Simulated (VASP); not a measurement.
# Ag (P6_3/mmc) in VASP: notebook

Runs on Ag. Level: LDA. Tasks: electric field gradients.

All numbers are computed with VASP 6.6.1; they aren't measurements. Logs are shortened: lines on timing, memory, paths and dates and some standing lists are left out, and cuts for length are marked.

## 1. The cell of the first run

The structure is hexagonal, space group P6_3/mmc (No. 194). The conventional cell has a = 2.870 Å, b = 2.870 Å, c = 4.692 Å, α = 90.00°, β = 90.00°, γ = 120.00°. Ag (site symmetry -6m2) has 12 Ag at 2.87 Å within 3.8 Å.

This isn't the form of Ag at room conditions, which is fcc.

## 2. Electric field gradients, LDA (16.74 Å³/atom)

The input, INCAR:

```
PREC     = Accurate       # precision mode
ENCUT    = 520            # plane-wave cutoff, eV
EDIFF    = 1E-8           # SCF threshold, eV
ISMEAR   = -1             # smearing method
SIGMA    = 0.05           # smearing width, eV
LREAL    = F              # projectors in reciprocal space
LASPH    = T              # aspherical terms in the spheres
NELM     = 80             # most SCF steps
ALGO     = Normal         # electronic algorithm
ISIF     = 2              # what is computed and relaxed
LWAVE    = F              # write WAVECAR
LCHARG   = F              # write CHGCAR
LEFG     = T            
NBANDS   = 18             # bands
```

The input, KPOINTS:

```
regular mesh
0
Gamma
  14 14 8
```

The input, POSCAR:

```
Ag
1.0
    2.8701854181      0.0000000000      0.0000000000
   -1.4350927091      2.4856534857      0.0000000000
    0.0000000000      0.0000000000      4.6922174608
Ag
2
Direct
    0.3333333333      0.6666666667      0.2500000000
    0.6666666667      0.3333333333      0.7500000000
```

Potentials or basis: VASP PAW LDA potentials, release 64 (Ag).

Launch:

```
> cat potpaw_LDA.64/Ag/POTCAR > POTCAR
> mpirun -np 1 vasp_std > vasp.out
```

OUTCAR:

```text
PREC = Accurate
   ENCUT = 520
   EDIFF = 1E-8
   ISMEAR = -1
   LREAL = F
   LASPH = T
   NELM = 80
   ISIF = 2

 ion  position               nearest neighbor table
   1  0.333  0.667  0.250-   2 2.87   2 2.87   2 2.87   2 2.87   2 2.87   2 2.87
   2  0.667  0.333  0.750-   1 2.87   1 2.87   1 2.87   1 2.87   1 2.87   1 2.87

  LATTYP: Found a hexagonal cell.
 ALAT       =     2.8701854181
 C/A-ratio  =     1.6348133578

  Lattice vectors:

 A1 = (   2.8701854181,   0.0000000000,   0.0000000000)
 A2 = (  -1.4350927091,   2.4856534857,   0.0000000000)
 A3 = (   0.0000000000,   0.0000000000,   4.6922174608)

Analysis of symmetry for initial positions (statically):
=====================================================================
 Subroutine PRICEL returns:
 Original cell was already a primitive cell.

 Routine SETGRP: Setting up the symmetry group for a
 hexagonal supercell.

 Subroutine GETGRP returns: Found 24 space group operations
 (whereof 12 operations were pure point group operations)
 out of a pool of 24 trial point group operations.

The static configuration has the point symmetry D_3d.
 The point group associated with its full space group is D_6h.

Analysis of symmetry for dynamics (positions and initial velocities):
=====================================================================
 Subroutine PRICEL returns:
 Original cell was already a primitive cell.

 Routine SETGRP: Setting up the symmetry group for a
 hexagonal supercell.

 Subroutine GETGRP returns: Found 24 space group operations
 (whereof 12 operations were pure point group operations)
 out of a pool of 24 trial point group operations.

The dynamic configuration has the point symmetry D_3d.
 The point group associated with its full space group is D_6h.

 Subroutine INISYM returns: Found 24 space group operations
 (whereof 12 operations are pure point group operations),
 and found     1 'primitive' translations

----------------------------------------------------------------------------------------

                                     Primitive cell

  volume of cell :      33.4756

  direct lattice vectors                    reciprocal lattice vectors
[... 116 lines left out ...]
   LEPSILON=     F    determine dielectric tensor
   LRPA    =     F    only Hartree local field effects (RPA)
 non-spin polarized calculation
  energy-cutoff  :      520.00
  volume of cell :       33.48
 maximum number of plane-waves:       923
 NGX is ok and might be reduce to    24
   NGX = 11   NGY = 11   NGZ = 17

 number of electron      21.9999997 magnetization

 Free energy of the ion-electron system (eV)
  ---------------------------------------------------
  ext. energy  EPLUGINS =         0.00000000
  ---------------------------------------------------
  free energy    TOTEN  =        -7.52782046 eV

  energy without entropy =       -7.52337332  energy(sigma->0) =       -7.52559689

 E-fermi :   8.3460     XC(G=0): -12.6911

 val. band max:        8.3371490005   @ k =   0.4286   0.0714   0.2500
 cond. band min:       8.3713881677   @ k =   0.0714   0.0000   0.0000
 fundamental gap:      0.0342391672
 Fermi energy:         8.3460418474

 k-point     1 :       0.0000    0.0000    0.0000
  band No.  band energies     occupation
      1       0.4443      2.00000
      2       1.8941      2.00000
      3       3.5611      2.00000
      4       3.6681      2.00000
      5       3.6681      2.00000
      6       3.9175      2.00000
[... 481 lines left out ...]
      5       3.5340      2.00000
      6       3.6617      2.00000
[... 10 lines left out ...]
     17      19.1182      0.00000
     18      20.0887      0.00000

 [... further k-points ...]
[... 5 lines left out ...]
  --------------------------------------------------------------------------------------
  -------------------------------------------------------------------------------------
  Total       -1.0029255     -1.0029255     -1.0596930      0.0000000      0.0000000      0.0000000
  in kB      -48.0010335    -48.0010335    -50.7179820      0.0000000      0.0000000      0.0000000
  external PRESSURE =     -48.9066830 kB  Pullay stress =       0.0000000 kB

 VOLUME and BASIS-vectors are now :
 -----------------------------------------------------------------------------
  energy-cutoff  :      520.00
  volume of cell :       33.48
      direct lattice vectors                 reciprocal lattice vectors
     2.870185418  0.000000000  0.000000000     0.348409547  0.201154345  0.000000000
    -1.435092709  2.485653486  0.000000000     0.000000000  0.402308691  0.000000000
     0.000000000  0.000000000  4.692217461     0.000000000  0.000000000  0.213118852

 POSITION                                       TOTAL-FORCE (eV/Angst)
 -----------------------------------------------------------------------------------
     -0.00000      1.65710      1.17305        -0.000000     -0.000000      0.000000
      1.43509      0.82855      3.51916         0.000000      0.000000      0.000000
 -----------------------------------------------------------------------------------
    total drift:                                0.000000     -0.000000      0.000000

  FREE ENERGIE OF THE ION-ELECTRON SYSTEM (eV)
  ---------------------------------------------------
  free  energy   TOTEN  =        -7.5278204608 eV

  energy  without entropy=       -7.5233733162  energy(sigma->0) =       -7.52559689

 Electric field gradients (V/A^2)
---------------------------------------------------------------------
 ion       V_xx      V_yy      V_zz      V_xy      V_xz      V_yz
---------------------------------------------------------------------
   1      -1.773    -1.773     3.546    -0.000     0.000    -0.000
   2      -1.773    -1.773     3.546    -0.000    -0.000     0.000
---------------------------------------------------------------------

 Electric field gradients after diagonalization (V/A^2)
 (convention: |V_zz| > |V_xx| > |V_yy|)
----------------------------------------------------------------------
 ion       V_xx      V_yy      V_zz     asymmetry (V_yy - V_xx)/ V_zz
----------------------------------------------------------------------
   1      -1.773    -1.773     3.546       0.000
   2      -1.773    -1.773     3.546       0.000
----------------------------------------------------------------------

           NMR quadrupolar parameters

 Cq : quadrupolar parameter    Cq=e*Q*V_zz/h
 eta: asymmetry parameters     (V_yy - V_xx)/ V_zz
 Q  : nuclear electric quadrupole moment in mb (millibarn)
----------------------------------------------------------------------
 ion       Cq(MHz)       eta       Q (mb)
----------------------------------------------------------------------
   1       0.009       0.000       1.000
   2       0.009       0.000       1.000
----------------------------------------------------------------------
```

It took 68 s on 1 thread of Intel Xeon 8259CL, shared host; peak memory 0.18 GiB.

Results:

* Free energy: -7.5278 eV
* Pressure: -4.9 GPa
* Band gap on the k mesh: zero (bands 11 and 12 overlap by 7.09 eV)
* Largest electric field gradient by atom: Ag +3.5 V/Å²

Stress tensor (GPa, compression positive):
```
-4.80  0.00  0.00
 0.00 -4.80  0.00
 0.00  0.00 -5.07
```

Electric field gradients, principal values (V/Å²):
```tsv
atom	least	middle	greatest (by size)
1 Ag	-1.773	-1.773	3.546
2 Ag	-1.773	-1.773	3.546
```

Caveat: the cell stands under tension; without QUAD_EFG the Cq values of the log hold for a quadrupole moment of 1 mb, not for the nuclei.

## 3. Electric field gradients, LDA (17.09 Å³/atom)

This run uses another cell than the first one, of 17.09 Å³/atom.

The input, INCAR:

```
SYSTEM = Ag
PREC = Accurate
ENCUT = 520
EDIFF = 1E-8
ISMEAR = -1
SIGMA = 0.05
LREAL = .False.
LASPH = .True.
NELM = 80
ALGO = Normal
ISIF = 2
LWAVE = .False.
LCHARG = .False.
LEFG = .True.
NBANDS = 18
```

The input, KPOINTS:

```
Automatic mesh
0
Gamma
  14 14 8
  0 0 0
```

The input, POSCAR:

```
Ag
1.0
    2.8903986575      0.0000000000      0.0000000000
   -1.4451993287      2.5031586645      0.0000000000
    0.0000000000      0.0000000000      4.7252623344
Ag
2
Direct
    0.3333333333      0.6666666667      0.2500000000
    0.6666666667      0.3333333333      0.7500000000
```

Potentials or basis: VASP PAW LDA potentials, release 64 (Ag).

Launch:

```
> cat potpaw_LDA.64/Ag/POTCAR > POTCAR
> mpirun -np 1 vasp_std > vasp.out
```

OUTCAR:

```text
SYSTEM = Ag
   PREC = Accurate
   ENCUT = 520
   EDIFF = 1E-8
   ISMEAR = -1
   LREAL = .False.
   LASPH = .True.
   NELM = 80
   ISIF = 2

 ion  position               nearest neighbor table
   1  0.333  0.667  0.250-   2 2.89   2 2.89   2 2.89   2 2.89   2 2.89   2 2.89
   2  0.667  0.333  0.750-   1 2.89   1 2.89   1 2.89   1 2.89   1 2.89   1 2.89

  LATTYP: Found a hexagonal cell.
 ALAT       =     2.8903986575
 C/A-ratio  =     1.6348133577

  Lattice vectors:

 A1 = (   2.8903986575,   0.0000000000,   0.0000000000)
 A2 = (  -1.4451993287,   2.5031586645,   0.0000000000)
 A3 = (   0.0000000000,   0.0000000000,   4.7252623344)
[... 718 lines left out ...]
  free  energy   TOTEN  =        -7.5015818577 eV

  energy  without entropy=       -7.4973942470  energy(sigma->0) =       -7.49948805

 Electric field gradients (V/A^2)
---------------------------------------------------------------------
 ion       V_xx      V_yy      V_zz      V_xy      V_xz      V_yz
---------------------------------------------------------------------
   1      -1.940    -1.941     3.881    -0.000     0.000    -0.000
   2      -1.940    -1.941     3.881    -0.000    -0.000     0.000
---------------------------------------------------------------------

 Electric field gradients after diagonalization (V/A^2)
 (convention: |V_zz| > |V_xx| > |V_yy|)
----------------------------------------------------------------------
 ion       V_xx      V_yy      V_zz     asymmetry (V_yy - V_xx)/ V_zz
----------------------------------------------------------------------
   1      -1.941    -1.940     3.881       0.000
   2      -1.941    -1.940     3.881       0.000
----------------------------------------------------------------------

           NMR quadrupolar parameters

 Cq : quadrupolar parameter    Cq=e*Q*V_zz/h
 eta: asymmetry parameters     (V_yy - V_xx)/ V_zz
 Q  : nuclear electric quadrupole moment in mb (millibarn)
----------------------------------------------------------------------
 ion       Cq(MHz)       eta       Q (mb)
----------------------------------------------------------------------
   1       0.009       0.000       1.000
   2       0.009       0.000       1.000
----------------------------------------------------------------------
```

stdout:

```text
POSCAR found type information on POSCAR Ag
 POSCAR found :  1 types and       2 ions
 scaLAPACK will be used
 LDA part: xc-table for (Slater(with rela. corr.)+CA(PZ))
 , standard interpolation
 POSCAR, INCAR and KPOINTS ok, starting setup
 FFT: planning ... GRIDC
 FFT: planning ... GRID_SOFT
 FFT: planning ... GRID
 WAVECAR not read
 entering main loop
ion   1

ion   2
```

Run time: 64 s. Hardware: 1 thread of Intel Xeon 8259CL, shared host; peak memory 0.18 GiB.

What came out:

```
Free energy                             : -7.5016 eV
Pressure                                : -7.0 GPa
Band gap on the k mesh                  : zero (bands 11 and 12 overlap by 7.02 eV)
Largest electric field gradient by atom : Ag +3.9 V/Å²
```

Electric field gradients, principal values (V/Å²):
| atom | least | middle | greatest (by size) |
| --- | --- | --- | --- |
| 1 Ag | -1.940 | -1.941 | 3.881 |
| 2 Ag | -1.940 | -1.941 | 3.881 |

Caveat: the cell stands under tension; without QUAD_EFG the Cq values of the log hold for a quadrupole moment of 1 mb, not for the nuclei.

## 4. Electric field gradients, LDA (17.09 Å³/atom)

This run uses another cell than the first one, of 17.09 Å³/atom.

The input, INCAR:

```
PREC = Accurate
ENCUT = 520
EDIFF = 1E-8
ISMEAR = -1
SIGMA = 0.05
LREAL = F
LASPH = T
NELM = 60
ALGO = Normal
ISIF = 2
LWAVE = F
LCHARG = F
GGA = CA
LEFG = T
NBANDS = 18
```

The input, KPOINTS:

```
Automatic mesh
0
Gamma
  14 14 8
```

POSCAR is that of step 3.

Potentials or basis: VASP PAW LDA potentials, release 64 (Ag).

Launch:

```
> cat potpaw_LDA.64/Ag/POTCAR > POTCAR
> mpirun -np 1 vasp_std > vasp.out
```

OUTCAR:

```text
PREC = Accurate
   ENCUT = 520
   EDIFF = 1E-8
   ISMEAR = -1
   LREAL = F
   LASPH = T
   NELM = 60
   ISIF = 2
   GGA = CA

 ion  position               nearest neighbor table
   1  0.333  0.667  0.250-   2 2.89   2 2.89   2 2.89   2 2.89   2 2.89   2 2.89
   2  0.667  0.333  0.750-   1 2.89   1 2.89   1 2.89   1 2.89   1 2.89   1 2.89

  LATTYP: Found a hexagonal cell.
 ALAT       =     2.8903986575
 C/A-ratio  =     1.6348133577

  Lattice vectors:

[... 718 lines left out ...]

  FREE ENERGIE OF THE ION-ELECTRON SYSTEM (eV)
  ---------------------------------------------------
  free  energy   TOTEN  =        -7.5015818577 eV

  energy  without entropy=       -7.4973942470  energy(sigma->0) =       -7.49948805

 Electric field gradients (V/A^2)
---------------------------------------------------------------------
 ion       V_xx      V_yy      V_zz      V_xy      V_xz      V_yz
---------------------------------------------------------------------
   1      -1.940    -1.941     3.881    -0.000     0.000    -0.000
   2      -1.940    -1.941     3.881    -0.000    -0.000     0.000
---------------------------------------------------------------------

 Electric field gradients after diagonalization (V/A^2)
 (convention: |V_zz| > |V_xx| > |V_yy|)
----------------------------------------------------------------------
 ion       V_xx      V_yy      V_zz     asymmetry (V_yy - V_xx)/ V_zz
----------------------------------------------------------------------
   1      -1.941    -1.940     3.881       0.000
   2      -1.941    -1.940     3.881       0.000
----------------------------------------------------------------------

           NMR quadrupolar parameters

 Cq : quadrupolar parameter    Cq=e*Q*V_zz/h
 eta: asymmetry parameters     (V_yy - V_xx)/ V_zz
 Q  : nuclear electric quadrupole moment in mb (millibarn)
----------------------------------------------------------------------
 ion       Cq(MHz)       eta       Q (mb)
----------------------------------------------------------------------
   1       0.009       0.000       1.000
   2       0.009       0.000       1.000
----------------------------------------------------------------------
```

stdout:

```text
POSCAR found type information on POSCAR Ag
 POSCAR found :  1 types and       2 ions
 scaLAPACK will be used
 LDA part: xc-table for (Slater(with rela. corr.)+CA(PZ))
 , standard interpolation
 POSCAR, INCAR and KPOINTS ok, starting setup
 FFT: planning ... GRIDC
 FFT: planning ... GRID_SOFT
 FFT: planning ... GRID
 WAVECAR not read
 entering main loop
ion   1

ion   2
```

It took 66 s on 1 thread of Intel Xeon 8259CL, shared host; peak memory 0.18 GiB.

Results:

- Free energy: -7.5016 eV
- Pressure: -7.0 GPa
- Band gap on the k mesh: zero (bands 11 and 12 overlap by 7.02 eV)
- Largest electric field gradient by atom: Ag +3.9 V/Å²

Stress tensor (GPa, compression positive):
```
-6.92  0.00  0.00
 0.00 -6.92  0.00
 0.00  0.00 -7.25
```

Electric field gradients, principal values (V/Å²):
| atom | least | middle | greatest (by size) |
| --- | --- | --- | --- |
| 1 Ag | -1.940 | -1.941 | 3.881 |
| 2 Ag | -1.940 | -1.941 | 3.881 |

Caveat: the cell stands under tension; without QUAD_EFG the Cq values of the log hold for a quadrupole moment of 1 mb, not for the nuclei.
